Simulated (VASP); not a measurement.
# GaAs (qpbe) (F-43m) in VASP: vibrations by perturbation theory with PBE

Aim: the vibrations by perturbation theory of GaAs (qpbe) with PBE.

Everything below comes from runs of VASP 6.6.1. Logs are shortened: lines on timing, memory, paths and dates and some standing lists are left out, and cuts for length are marked.

## Step 1: The cell of the first run

Symmetry: F-43m, No. 216, cubic system. The conventional cell has a = 5.746 Å, b = 5.746 Å, c = 5.746 Å, α = 90.00°, β = 90.00°, γ = 90.00°. Ga (site symmetry -43m) has 4 As at 2.49 Å within 3.3 Å. Within 3.3 Å of As (site symmetry -43m) lie 4 Ga at 2.49 Å.

## Step 2: Vibrations by perturbation theory, PBE

INCAR reads:

```
SYSTEM = GaAs
  PREC = Accurate
  ENCUT = 520
  EDIFF = 1E-8
  ISMEAR = 0
  SIGMA = 0.01
  LREAL = .FALSE.
  LASPH = .TRUE.
  NELM = 100
  ALGO = Normal
  ISIF = 2
  LWAVE = .FALSE.
  LCHARG = .FALSE.
  GGA = PE
  NBANDS = 16
  IBRION = 8
  NSW = 1
```

KPOINTS reads:

```
Automatic mesh
0
G
  10 10 10
  0 0 0
```

POSCAR reads:

```
GaAs
1.0
    0.0000000000      2.8727978931      2.8727978931
    2.8727978931      0.0000000000      2.8727978931
    2.8727978931      2.8727978931      0.0000000000
Ga As
1 1
Direct
    0.0000000000      0.0000000000      0.0000000000
    0.7500000000      0.7500000000      0.7500000000
```

Potentials or basis: VASP PAW PBE potentials, release 64 (Ga_d, As).

Started as:

```console
> cat potpaw_PBE.64/Ga_d/POTCAR potpaw_PBE.64/As/POTCAR > POTCAR
> mpirun -np 1 vasp_std > vasp.out
```

OUTCAR:

```text
SYSTEM = GaAs
   PREC = Accurate
   ENCUT = 520
   EDIFF = 1E-8
   ISMEAR = 0
   LREAL = .FALSE.
   LASPH = .TRUE.
   NELM = 100
   ISIF = 2
   GGA = PE
   IBRION = 8
   NSW = 1

 ion  position               nearest neighbor table
   1  0.000  0.000  0.000-   2 2.49   2 2.49   2 2.49   2 2.49
   2  0.750  0.750  0.750-   1 2.49   1 2.49   1 2.49   1 2.49

  LATTYP: Found a face centered cubic cell.
 ALAT       =     5.7455957862

  Lattice vectors:

 A1 = (   0.0000000000,   2.8727978931,   2.8727978931)
 A2 = (   2.8727978931,   0.0000000000,   2.8727978931)
 A3 = (   2.8727978931,   2.8727978931,   0.0000000000)

Analysis of symmetry for initial positions (statically):
=====================================================================
 Subroutine PRICEL returns:
 Original cell was already a primitive cell.

 Routine SETGRP: Setting up the symmetry group for a
 face centered cubic supercell.

 Subroutine GETGRP returns: Found 24 space group operations
 (whereof 24 operations were pure point group operations)
 out of a pool of 48 trial point group operations.

The static configuration has the point symmetry T_d .

Analysis of symmetry for dynamics (positions and initial velocities):
=====================================================================
 Subroutine PRICEL returns:
 Original cell was already a primitive cell.

 Routine SETGRP: Setting up the symmetry group for a
 face centered cubic supercell.

 Subroutine GETGRP returns: Found 24 space group operations
 (whereof 24 operations were pure point group operations)
 out of a pool of 48 trial point group operations.

The dynamic configuration has the point symmetry T_d .

 Subroutine INISYM returns: Found 24 space group operations
 (whereof 24 operations are pure point group operations),
 and found     1 'primitive' translations

----------------------------------------------------------------------------------------

                                     Primitive cell

  volume of cell :      47.4182

  direct lattice vectors                    reciprocal lattice vectors
     0.000000000  2.872797893  2.872797893    -0.174046354  0.174046354  0.174046354
     2.872797893  0.000000000  2.872797893     0.174046354 -0.174046354  0.174046354
     2.872797893  2.872797893  0.000000000     0.174046354  0.174046354 -0.174046354

  length of vectors
     4.062749742  4.062749742  4.062749742     0.301457129  0.301457129  0.301457129

  position of ions in fractional coordinates (direct lattice)
     0.000000000  0.000000000  0.000000000
     0.750000000  0.750000000  0.750000000

  ion indices of the primitive-cell ions
   primitive index   ion index
                 1           1
                 2           2

----------------------------------------------------------------------------------------

 KPOINTS: Automatic mesh

Automatic generation of k-mesh.
 Grid dimensions read from file:
 generate k-points for:   10   10   10

 Generating k-lattice:

  Cartesian coordinates                     Fractional coordinates (reciprocal lattice)
    -0.017404635  0.017404635  0.017404635     0.100000000  0.000000000  0.000000000
     0.017404635 -0.017404635  0.017404635     0.000000000  0.100000000  0.000000000
     0.017404635  0.017404635 -0.017404635     0.000000000  0.000000000  0.100000000

  Length of vectors
     0.030145713  0.030145713  0.030145713

  Shift w.r.t. Gamma in fractional coordinates (k-lattice)
     0.000000000  0.000000000  0.000000000

 Subroutine IBZKPT returns following result:
[... 67 lines left out ...]
   IMIX   =      4    mixing-type and parameters
     AMIX     =   0.40;   BMIX     =  1.00
     AMIX_MAG =   1.60;   BMIX_MAG =  1.00
  volume/ion in A,a.u.               =      23.71       160.00
  Fermi-wavevector in a.u.,A,eV,Ry     =   1.185361  2.240007 19.117280  1.405080
  Thomas-Fermi vector in A             =   2.321556
   LORBIT       =      0    0 simple, 1 ext, 2 COOP (PROOUT), +10 PAW based schemes
   GGA     = PE    functional components
   LHFCALC =     F    Hartree Fock is set to
   AEXX    =    0.0000 exact exchange contribution
   IVDW    =     0    specifies the selected vdW correction
   LEPSILON=     F    determine dielectric tensor
   LRPA    =     F    only Hartree local field effects (RPA)
 non-spin polarized calculation
 Gauss-broadening in eV      SIGMA  =   0.01
  energy-cutoff  :      520.00
  volume of cell :       47.42
 maximum number of plane-waves:      1298
   NGX = 15   NGY = 15   NGZ = 15

--------------------------------------- Ionic step        1  -------------------------------------------

 number of electron      17.9999987 magnetization

 Free energy of the ion-electron system (eV)
  ---------------------------------------------------
  ext. energy  EPLUGINS =         0.00000000
  ---------------------------------------------------
  free energy    TOTEN  =        -8.27524706 eV

  energy without entropy =       -8.27524706  energy(sigma->0) =       -8.27524706

 E-fermi :   3.5592     XC(G=0):  -9.3721

 val. band max:        3.4887170043   @ k =   0.0000   0.0000   0.0000
 cond. band min:       3.6510801043   @ k =   0.0000   0.0000   0.0000
 fundamental gap:      0.1623631000
 Fermi energy:         3.5592163296

 k-point     1 :       0.0000    0.0000    0.0000
  band No.  band energies     occupation
      1     -11.2379      2.00000
      2     -11.2379      2.00000
      3     -11.2379      2.00000
      4     -11.1699      2.00000
      5     -11.1699      2.00000
      6      -8.9001      2.00000
[... 433 lines left out ...]
      3     -11.2062      2.00000
      4     -11.1842      2.00000
      5     -11.1617      2.00000
      6      -7.2931      2.00000
[... 8 lines left out ...]
     15      15.5533      0.00000
     16      15.9838      0.00000

 [... further k-points ...]
[... 5 lines left out ...]
  --------------------------------------------------------------------------------------
  -------------------------------------------------------------------------------------
  Total        0.0462482      0.0462482      0.0462482     -0.0000000      0.0000000     -0.0000000
  in kB        1.5626439      1.5626439      1.5626439     -0.0000000      0.0000000     -0.0000000
  external PRESSURE =       1.5626439 kB  Pullay stress =       0.0000000 kB

 VOLUME and BASIS-vectors are now :
 -----------------------------------------------------------------------------
  energy-cutoff  :      520.00
  volume of cell :       47.42
      direct lattice vectors                 reciprocal lattice vectors
     0.000000000  2.872797893  2.872797893    -0.174046354  0.174046354  0.174046354
     2.872797893  0.000000000  2.872797893     0.174046354 -0.174046354  0.174046354
     2.872797893  2.872797893  0.000000000     0.174046354  0.174046354 -0.174046354

 POSITION                                       TOTAL-FORCE (eV/Angst)
 -----------------------------------------------------------------------------------
      0.00000      0.00000      0.00000        -0.000000     -0.000000     -0.000000
      4.30920      4.30920      4.30920         0.000000      0.000000      0.000000
 -----------------------------------------------------------------------------------
    total drift:                               -0.000002     -0.000002     -0.000002

  FREE ENERGIE OF THE ION-ELECTRON SYSTEM (eV)
  ---------------------------------------------------
  free  energy   TOTEN  =        -8.2752470574 eV

  energy  without entropy=       -8.2752470574  energy(sigma->0) =       -8.27524706

[... ionic steps 2 to 3 ...]

--------------------------------------- Ionic step        4  -------------------------------------------

------------------------ aborting loop because EDIFF is reached ----------------------------------------

[... ionic steps 5 to 6 ...]

--------------------------------------- Ionic step        7  -------------------------------------------

 Free energy of the ion-electron system (eV)
  ---------------------------------------------------
  ---------------------------------------------------
  free energy    TOTEN  =        -0.04378642 eV

  energy without entropy =       -0.04378642

------------------------ aborting loop because EDIFF is reached ----------------------------------------

 INTERNAL STRAIN TENSOR  FOR ION    2  DIRECTION 1   (eV/Angst):
 -----------------------------------------------------------------------------
    -0.00542  0.00000  0.00000
     0.00000  0.00474  5.95137
     0.00000  5.95137  0.00474

 INTERNAL STRAIN TENSOR FOR ION    2 for displacements in x,y,z  (eV/Angst):
          X           Y           Z          XY          YZ          ZX
  --------------------------------------------------------------------------------
  x    -0.00000     0.00000     0.00000     0.00000     5.95137     0.00000
  y    -0.00000     0.00000    -0.00000     0.00000     0.00000     5.95137
  z     0.00000     0.00000    -0.00000     5.95137     0.00000     0.00000

 SECOND DERIVATIVES (NOT SYMMETRIZED)
 ------------------------------------
               1X          1Y          1Z          2X          2Y          2Z
  1X    -8.450716    0.000000    0.000000    8.450716    0.000000    0.000000
  1Y     0.000000   -8.450716    0.000000    0.000000    8.450716    0.000000
  1Z     0.000000    0.000000   -8.450716    0.000000    0.000000    8.450716
  2X     8.491977    0.000000    0.000000   -8.491977    0.000000    0.000000
  2Y     0.000000    8.491977    0.000000    0.000000   -8.491977    0.000000
  2Z     0.000000    0.000000    8.491977    0.000000    0.000000   -8.491977

 Eigenvectors and eigenvalues of the dynamical matrix
 ----------------------------------------------------

   1 f  =    7.571244 THz    47.571531 2PiTHz  252.549527 cm-1    31.312137 meV
             X         Y         Z           dx          dy          dz
      0.000000  0.000000  0.000000     0.718857   -0.000000   -0.000000
      4.309197  4.309197  4.309197    -0.695158    0.000000    0.000000
[... 21 lines left out ...]
   6 f/i=    0.009214 THz     0.057894 2PiTHz    0.307348 cm-1     0.038106 meV
             X         Y         Z           dx          dy          dz
      0.000000  0.000000  0.000000     0.182827   -0.565366   -0.360805
      4.309197  4.309197  4.309197     0.189060   -0.584640   -0.373105

--------------------------------------------------------------------------------------------------------

 ELASTIC MODULI CONTR FROM IONIC RELAXATION (kBar)
 Direction    XX          YY          ZZ          XY          YZ          ZX
 --------------------------------------------------------------------------------
 XX          -0.0000      0.0000      0.0000     -0.0000      0.0000      0.0000
 YY           0.0000     -0.0000     -0.0000     -0.0000     -0.0000     -0.0000
 ZZ           0.0000     -0.0000     -0.0000      0.0000     -0.0000      0.0000
 XY          -0.0000     -0.0000      0.0000   -139.8021      0.0000      0.0000
 YZ           0.0000     -0.0000     -0.0000      0.0000   -139.8021      0.0000
 ZX           0.0000     -0.0000      0.0000      0.0000      0.0000   -139.8021
 --------------------------------------------------------------------------------
```

Run time: 6.6 min. Hardware: 1 thread of Intel Xeon Platinum 8259CL at 2.50GHz (Skylake/Cascade Lake), shared host; peak memory 0.42 GiB.

Results:

```yaml
Highest_phonon_frequency_at_Γ_LO-TO_splitting_left_out: 253 cm⁻¹
```

Phonon frequencies in cm⁻¹ (negative: imaginary):
| q point | frequencies |
| --- | --- |
| (0.000, 0.000, 0.000) | 0 0 0 253 253 253 |
